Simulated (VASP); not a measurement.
# Cu (Fm-3m) in VASP: notebook

Runs on Cu. Level: revPBE. Tasks: single point.

Program: VASP 6.6.1. These are calculated values, not measurements. Logs are shortened: lines on timing, memory, paths and dates and some standing lists are left out, and cuts for length are marked.

## Step 1: The cell of the first run

It takes space group Fm-3m (No. 225, cubic). Conventional cell: a = 3.686 Å, b = 3.686 Å, c = 3.686 Å, α = 90.00°, β = 90.00°, γ = 90.00°. Within 3.4 Å of Cu (site symmetry m-3m) lie 12 Cu at 2.61 Å.

## Step 2: Single point, revPBE

Input file INCAR:

```
PREC = Accurate ; ENCUT = 700
EDIFF = 1E-6 ; ISMEAR = -1
SIGMA = 0.05 ; LREAL = F
LASPH = T ; NELM = 120
ALGO = Normal ; ISIF = 2
LWAVE = F ; LCHARG = F
GGA = RE ; NBANDS = 16
GGA_COMPAT = F
```

Input file KPOINTS:

```
Automatic mesh
0
Gamma
  13 13 13
```

Input file POSCAR:

```
Cu
1.0
    0.0000000000      1.8429501765      1.8429501765
    1.8429501765      0.0000000000      1.8429501765
    1.8429501765      1.8429501765      0.0000000000
Cu
1
Direct
    0.0000000000      0.0000000000      0.0000000000
```

Potentials or basis: VASP PAW PBE potentials, release 64 (Cu_sv_GW).

Launch:

```sh
$ cat potpaw_PBE.64/Cu_sv_GW/POTCAR > POTCAR
$ mpirun -np 1 vasp_std > vasp.out
```

OUTCAR:

```text
PREC = Accurate
   ENCUT = 700
   EDIFF = 1E-6
   ISMEAR = -1
   LREAL = F
   LASPH = T
   NELM = 120
   ISIF = 2
   GGA = RE

 ion  position               nearest neighbor table
   1  0.000  0.000  0.000-

  LATTYP: Found a face centered cubic cell.
 ALAT       =     3.6859003530

  Lattice vectors:

 A1 = (   0.0000000000,   1.8429501765,   1.8429501765)
 A2 = (   1.8429501765,   0.0000000000,   1.8429501765)
 A3 = (   1.8429501765,   1.8429501765,   0.0000000000)

Analysis of symmetry for initial positions (statically):
=====================================================================
 Subroutine PRICEL returns:
 Original cell was already a primitive cell.

 Routine SETGRP: Setting up the symmetry group for a
 face centered cubic supercell.

 Subroutine GETGRP returns: Found 48 space group operations
[... 9 lines left out ...]

 Routine SETGRP: Setting up the symmetry group for a
 face centered cubic supercell.

 Subroutine GETGRP returns: Found 48 space group operations
[... 11 lines left out ...]
                                     Primitive cell

  volume of cell :      12.5190

  direct lattice vectors                    reciprocal lattice vectors
     0.000000000  1.842950177  1.842950177    -0.271304133  0.271304133  0.271304133
     1.842950177  0.000000000  1.842950177     0.271304133 -0.271304133  0.271304133
     1.842950177  1.842950177  0.000000000     0.271304133  0.271304133 -0.271304133

  length of vectors
     2.606325134  2.606325134  2.606325134     0.469912543  0.469912543  0.469912543

  position of ions in fractional coordinates (direct lattice)
     0.000000000  0.000000000  0.000000000

  ion indices of the primitive-cell ions
   primitive index   ion index
                 1           1

----------------------------------------------------------------------------------------

 KPOINTS: Automatic mesh

Automatic generation of k-mesh.
 Grid dimensions read from file:
 generate k-points for:   13   13   13

 Generating k-lattice:

  Cartesian coordinates                     Fractional coordinates (reciprocal lattice)
    -0.020869549  0.020869549  0.020869549     0.076923077  0.000000000  0.000000000
     0.020869549 -0.020869549  0.020869549     0.000000000  0.076923077  0.000000000
     0.020869549  0.020869549 -0.020869549     0.000000000  0.000000000  0.076923077

  Length of vectors
     0.036147119  0.036147119  0.036147119

  Shift w.r.t. Gamma in fractional coordinates (k-lattice)
     0.000000000  0.000000000  0.000000000

 Subroutine IBZKPT returns following result:
 ===========================================

 Found     84 irreducible k-points:

 Following reciprocal coordinates:
            Coordinates               Weight
  0.000000  0.000000  0.000000      1.000000
  0.076923  0.000000  0.000000      8.000000
  0.153846  0.000000  0.000000      8.000000
  0.230769  0.000000  0.000000      8.000000
  0.307692  0.000000  0.000000      8.000000
  0.384615  0.000000  0.000000      8.000000
[... 16 lines left out ...]
  0.384615  0.153846  0.000000     24.000000
  0.461538  0.153846  0.000000     24.000000
 [... further k-points ...]
   k-points           NKPTS =     84   k-points in BZ     NKDIM =     84   number of bands    NBANDS=     16
   number of dos      NEDOS =    301   number of ions     NIONS =      1
   total plane-waves  NPLWV =  13824
   dimension x,y,z NGX =    24 NGY =   24 NGZ =   24
   dimension x,y,z NGXF=    48 NGYF=   48 NGZF=   48
   ions per type =               1
   NGX,Y,Z   is equivalent  to a cutoff of  15.31, 15.31, 15.31 a.u.
   NGXF,Y,Z  is equivalent  to a cutoff of  30.62, 30.62, 30.62 a.u.
 SYSTEM =  unknown system
   PREC   = accura    normal or accurate (medium, high low for compatibility)
   ISTART =      0    job   : 0-new  1-cont  2-samecut
   ICHARG =      2    charge: 1-file 2-atom 10-const
   ISPIN  =      1    spin polarized calculation?
   LNONCOLLINEAR =      F non collinear calculations
   LSORBIT =      F    spin-orbit coupling
   LASPH  =      T    aspherical Exc in radial PAW
   ENCUT  =  700.0 eV  51.45 Ry    7.17 a.u.   5.62  5.62  5.62*2*pi/ulx,y,z
   NELM   =    120;   NELMIN=  2; NELMDL= -5     # of ELM steps
   EDIFF  = 0.1E-05   stopping-criterion for ELM
   LREAL  =      F    real-space projection
   EDIFFG = 0.1E-04   stopping-criterion for IOM
   NSW    =      0    number of steps for IOM
   IBRION =     -1    ionic relax: 0-MD 1-quasi-New 2-CG
   NFREE  =      0    steps in history (QN), initial steepest desc. (CG)
   ISIF   =      2    stress and relaxation
   ISYM   =      2    0-nonsym 1-usesym 2-fastsym
   POTIM  = 0.5000    time-step for ionic-motion
   TEBEG  =    0.0;   TEEND  =   0.0 temperature during run
   PSTRESS=    0.0 pullay stress
   NELECT =      19.0000    total number of electrons
   NUPDOWN=      -1.0000    fix difference up-down
   EMIN   =  10.00;   EMAX   =-10.00  energy-range for DOS
   EFERMI =   0.00;   METHOD = LEGACY
   ISMEAR =    -1;   SIGMA  =   0.05  broadening in eV -4-tet -1-fermi 0-gaus
   EFERMI_NEDOS =   21; number of points for ismear=-14 and -15
   IALGO  =     38    algorithm
   IMIX   =      4    mixing-type and parameters
     AMIX     =   0.40;   BMIX     =  1.00
     AMIX_MAG =   1.60;   BMIX_MAG =  1.00
  volume/ion in A,a.u.               =      12.52        84.48
  Fermi-wavevector in a.u.,A,eV,Ry     =   1.881348  3.555232 48.157410  3.539470
  Thomas-Fermi vector in A             =   2.924748
   LORBIT       =      0    0 simple, 1 ext, 2 COOP (PROOUT), +10 PAW based schemes
   GGA     = RE    functional components
   LHFCALC =     F    Hartree Fock is set to
   AEXX    =    0.0000 exact exchange contribution
   IVDW    =     0    specifies the selected vdW correction
   LEPSILON=     F    determine dielectric tensor
   LRPA    =     F    only Hartree local field effects (RPA)
 non-spin polarized calculation
  energy-cutoff  :      700.00
  volume of cell :       12.52
 maximum number of plane-waves:       537
   NGX = 11   NGY = 11   NGZ = 11

 number of electron      18.9999999 magnetization

 Free energy of the ion-electron system (eV)
  ---------------------------------------------------
  ext. energy  EPLUGINS =         0.00000000
  ---------------------------------------------------
  free energy    TOTEN  =        -3.41142573 eV

  energy without entropy =       -3.40865618  energy(sigma->0) =       -3.41004096

 E-fermi :   7.1564     XC(G=0): -12.8522

 val. band max:        6.9712997513   @ k =   0.4615   0.2308   0.0000
 cond. band min:       7.1698167937   @ k =   0.4615   0.3077   0.0000
 fundamental gap:      0.1985170424
 Fermi energy:         7.1564485687

 k-point     1 :       0.0000    0.0000    0.0000
  band No.  band energies     occupation
      1    -105.5495      2.00000
      2     -62.8321      2.00000
      3     -62.8321      2.00000
      4     -62.8321      2.00000
      5      -1.9668      2.00000
      6       4.1666      2.00000
[... 8 lines left out ...]
     15      33.7026      0.00000
     16      33.7026      0.00000

 k-point     2 :       0.0769    0.0000    0.0000
  band No.  band energies     occupation
      1    -105.5490      2.00000
      2     -62.8371      2.00000
      3     -62.8330      2.00000
      4     -62.8330      2.00000
      5      -1.7604      2.00000
      6       4.1254      2.00000
[... 8 lines left out ...]
     15      34.6197      0.00000
     16      34.6197      0.00000

 k-point     3 :       0.1538    0.0000    0.0000
  band No.  band energies     occupation
      1    -105.5474      2.00000
      2     -62.8509      2.00000
      3     -62.8350      2.00000
      4     -62.8350      2.00000
      5      -1.1546      2.00000
      6       4.0241      2.00000
[... 8 lines left out ...]
     15      35.6447      0.00000
     16      36.1144      0.00000

 k-point     4 :       0.2308    0.0000    0.0000
  band No.  band energies     occupation
      1    -105.5444      2.00000
      2     -62.8687      2.00000
      3     -62.8375      2.00000
      4     -62.8375      2.00000
      5      -0.2016      2.00000
      6       3.9364      2.00000
[... 8 lines left out ...]
     15      34.9465      0.00000
     16      34.9465      0.00000

 k-point     5 :       0.3077    0.0000    0.0000
  band No.  band energies     occupation
      1    -105.5421      2.00000
      2     -62.8884      2.00000
      3     -62.8410      2.00000
      4     -62.8410      2.00000
      5       0.9408      2.00000
      6       4.0289      2.00000
[... 8 lines left out ...]
     15      33.2347      0.00000
     16      33.2347      0.00000

 k-point     6 :       0.3846    0.0000    0.0000
  band No.  band energies     occupation
      1    -105.5400      2.00000
      2     -62.9054      2.00000
      3     -62.8433      2.00000
      4     -62.8433      2.00000
      5       1.8507      2.00000
      6       4.1917      2.00000
[... 8 lines left out ...]
     15      31.9634      0.00000
     16      31.9634      0.00000
[... 267 lines left out ...]
 k-point    21 :       0.2308    0.1538    0.0000
  band No.  band energies     occupation
      1    -105.5445      2.00000
      2     -62.8619      2.00000
      3     -62.8425      2.00000
      4     -62.8420      2.00000
      5      -0.1877      2.00000
      6       3.7433      2.00000
[... 8 lines left out ...]
     15      30.6625      0.00000
     16      38.3334      0.00000

 k-point    22 :       0.3077    0.1538    0.0000
  band No.  band energies     occupation
      1    -105.5421      2.00000
      2     -62.8779      2.00000
      3     -62.8456      2.00000
      4     -62.8453      2.00000
      5       0.7983      2.00000
      6       3.6461      2.00000
[... 8 lines left out ...]
     15      32.5188      0.00000
     16      37.6143      0.00000

 k-point    23 :       0.3846    0.1538    0.0000
  band No.  band energies     occupation
      1    -105.5401      2.00000
      2     -62.8939      2.00000
      3     -62.8497      2.00000
      4     -62.8486      2.00000
      5       1.8321      2.00000
      6       3.6834      2.00000
[... 8 lines left out ...]
     15      35.3003      0.00000
     16      36.9339      0.00000

 k-point    24 :       0.4615    0.1538    0.0000
  band No.  band energies     occupation
      1    -105.5382      2.00000
      2     -62.9050      2.00000
      3     -62.8540      2.00000
      4     -62.8490      2.00000
      5       2.4593      2.00000
      6       3.8389      2.00000
[... 8 lines left out ...]
     15      36.0691      0.00000
     16      36.2569      0.00000

 [... further k-points ...]
[... 5 lines left out ...]
  --------------------------------------------------------------------------------------
  -------------------------------------------------------------------------------------
  Total       -0.5282800     -0.5282800     -0.5282800      0.0000000      0.0000000     -0.0000000
  in kB      -67.6089129    -67.6089129    -67.6089129      0.0000000      0.0000000     -0.0000000
  external PRESSURE =     -67.6089129 kB  Pullay stress =       0.0000000 kB

 VOLUME and BASIS-vectors are now :
 -----------------------------------------------------------------------------
  energy-cutoff  :      700.00
  volume of cell :       12.52
      direct lattice vectors                 reciprocal lattice vectors
     0.000000000  1.842950177  1.842950177    -0.271304133  0.271304133  0.271304133
     1.842950177  0.000000000  1.842950177     0.271304133 -0.271304133  0.271304133
     1.842950177  1.842950177  0.000000000     0.271304133  0.271304133 -0.271304133

 POSITION                                       TOTAL-FORCE (eV/Angst)
 -----------------------------------------------------------------------------------
      0.00000      0.00000      0.00000        -0.000000     -0.000000     -0.000000
 -----------------------------------------------------------------------------------
    total drift:                               -0.000000     -0.000000     -0.000000

  FREE ENERGIE OF THE ION-ELECTRON SYSTEM (eV)
  ---------------------------------------------------
  free  energy   TOTEN  =        -3.4114257316 eV

  energy  without entropy=       -3.4086561791  energy(sigma->0) =       -3.41004096
```

Wall time 38 s (1 thread of AMD EPYC 7R13 (Zen 3), shared host); peak memory 0.14 GiB.

Results:

```
Free energy : -3.4114 eV
Pressure    : -6.8 GPa
```

Levels at points of the mesh, in eV from the Fermi level:
| k point | band 8 | band 9 | band 10 | band 11 | band 12 | band 13 |
| --- | --- | --- | --- | --- | --- | --- |
| (0.00, 0.00, 0.00) | -2.99 | -2.23 | -2.23 | 21.93 | 24.15 | 24.15 |

Caveat: the PAW data sets were made with another functional, which shifts forces and pressure a little.

## Step 3: Single point, revPBE

This run uses another cell than the first one, of 12.28 Å³/atom, 0.981 times its volume.

Input file INCAR:

```
PREC = Accurate
ENCUT = 700
EDIFF = 1E-6
ISMEAR = -1
SIGMA = 0.05
LREAL = False
LASPH = True
NELM = 120
ALGO = Normal
ISIF = 2
LWAVE = False
LCHARG = False
GGA = RE
NBANDS = 16
GGA_COMPAT = False
```

KPOINTS is that of step 2.

Input file POSCAR:

```
Cu
1.0
    0.0000000000      1.8312856224      1.8312856224
    1.8312856224      0.0000000000      1.8312856224
    1.8312856224      1.8312856224      0.0000000000
Cu
1
Direct
    0.0000000000      0.0000000000      0.0000000000
```

Potentials or basis: VASP PAW PBE potentials, release 64 (Cu_sv_GW).

Launch:

```sh
$ cat potpaw_PBE.64/Cu_sv_GW/POTCAR > POTCAR
$ mpirun -np 1 vasp_std > vasp.out
```

OUTCAR:

```text
PREC = Accurate
   ENCUT = 700
   EDIFF = 1E-6
   ISMEAR = -1
   LREAL = False
   LASPH = True
   NELM = 120
   ISIF = 2
   GGA = RE

 ion  position               nearest neighbor table
   1  0.000  0.000  0.000-

  LATTYP: Found a face centered cubic cell.
 ALAT       =     3.6625712448

  Lattice vectors:

 A1 = (   0.0000000000,   1.8312856224,   1.8312856224)
 A2 = (   1.8312856224,   0.0000000000,   1.8312856224)
[... 183 lines left out ...]
      2     -62.6497      2.00000
      3     -62.6497      2.00000
      4     -62.6497      2.00000
      5      -1.8850      2.00000
      6       4.3351      2.00000
[... 433 lines left out ...]
      3     -62.6727      2.00000
      4     -62.6678      2.00000
      5       2.5868      2.00000
      6       3.9933      2.00000
[... 8 lines left out ...]
     15      36.6190      0.00000
     16      36.7802      0.00000

 [... further k-points ...]
[... 5 lines left out ...]
  --------------------------------------------------------------------------------------
  -------------------------------------------------------------------------------------
  Total       -0.3455097     -0.3455097     -0.3455097     -0.0000000      0.0000000     -0.0000000
  in kB      -45.0684419    -45.0684419    -45.0684419     -0.0000000      0.0000000     -0.0000000
  external PRESSURE =     -45.0684419 kB  Pullay stress =       0.0000000 kB

 VOLUME and BASIS-vectors are now :
 -----------------------------------------------------------------------------
  energy-cutoff  :      700.00
  volume of cell :       12.28
      direct lattice vectors                 reciprocal lattice vectors
     0.000000000  1.831285622  1.831285622    -0.273032232  0.273032232  0.273032232
     1.831285622  0.000000000  1.831285622     0.273032232 -0.273032232  0.273032232
     1.831285622  1.831285622  0.000000000     0.273032232  0.273032232 -0.273032232

 POSITION                                       TOTAL-FORCE (eV/Angst)
 -----------------------------------------------------------------------------------
      0.00000      0.00000      0.00000         0.000000      0.000000      0.000000
 -----------------------------------------------------------------------------------
    total drift:                                0.000000      0.000000     -0.000000

  FREE ENERGIE OF THE ION-ELECTRON SYSTEM (eV)
  ---------------------------------------------------
  free  energy   TOTEN  =        -3.4140404754 eV

  energy  without entropy=       -3.4112868631  energy(sigma->0) =       -3.41266367
```

OSZICAR:

```text
N       E                     dE             d eps       ncg     rms          rms(c)
DAV:   1     0.225254238938E+03    0.22525E+03   -0.13785E+04  3704   0.436E+03
DAV:   2     0.470112223472E+01   -0.22055E+03   -0.21071E+03  4096   0.963E+02
DAV:   3    -0.405333701043E+01   -0.87545E+01   -0.87467E+01  3672   0.169E+02
DAV:   4    -0.416679119858E+01   -0.11345E+00   -0.11344E+00  3688   0.137E+01
DAV:   5    -0.417327071480E+01   -0.64795E-02   -0.64795E-02  4040   0.399E+00    0.781E+00
DAV:   6    -0.397201183188E+01    0.20126E+00   -0.53400E+00  3800   0.184E+02    0.552E+00
DAV:   7    -0.342730417744E+01    0.54471E+00   -0.17835E+00  3128   0.102E+02    0.155E+00
DAV:   8    -0.341439599358E+01    0.12908E-01   -0.28164E-02  4264   0.388E+00    0.275E-01
DAV:   9    -0.341411340254E+01    0.28259E-03   -0.23526E-03  4296   0.338E+00    0.860E-02
DAV:  10    -0.341404058443E+01    0.72818E-04   -0.14396E-04  4344   0.855E-01    0.799E-03
DAV:  11    -0.341404047539E+01    0.10904E-06   -0.11703E-06  2744   0.175E-02
   1 F= -.34140405E+01 E0= -.34126637E+01  d E =-.275361E-02
```

stdout:

```text
POSCAR found type information on POSCAR Cu
 POSCAR found :  1 types and       1 ions
 scaLAPACK will be used
 -----------------------------------------------------------------------------
|                                                                             |
|                                                                             |
|     You enforced a specific xc type in the INCAR file but a different       |
|     I HOPE YOU KNOW WHAT YOU ARE DOING!                                     |
|                                                                             |
 -----------------------------------------------------------------------------

 LDA part: xc-table for (Slater+PW92), standard interpolation
 POSCAR, INCAR and KPOINTS ok, starting setup
 FFT: planning ... GRIDC
 FFT: planning ... GRID_SOFT
 FFT: planning ... GRID
 WAVECAR not read
 entering main loop
```

Wall time 23 s (1 thread of Intel Xeon Platinum 8488C (Sapphire Rapids), shared host); peak memory 0.16 GiB.

Results:

```
Free energy : -3.4140 eV
Pressure    : -4.5 GPa
```

Levels at points of the mesh, in eV from the Fermi level:
| k point | band 6 | band 7 | band 8 | band 9 | band 10 | band 11 | band 12 | band 13 | band 14 | band 15 |
| --- | --- | --- | --- | --- | --- | --- | --- | --- | --- | --- |
| (0.00, 0.00, 0.00) | -3.05 | -3.05 | -3.05 | -2.27 | -2.27 | 22.08 | 24.45 | 24.45 | 24.45 | 26.84 |

Caveat: the PAW data sets were made with another functional, which shifts forces and pressure a little.
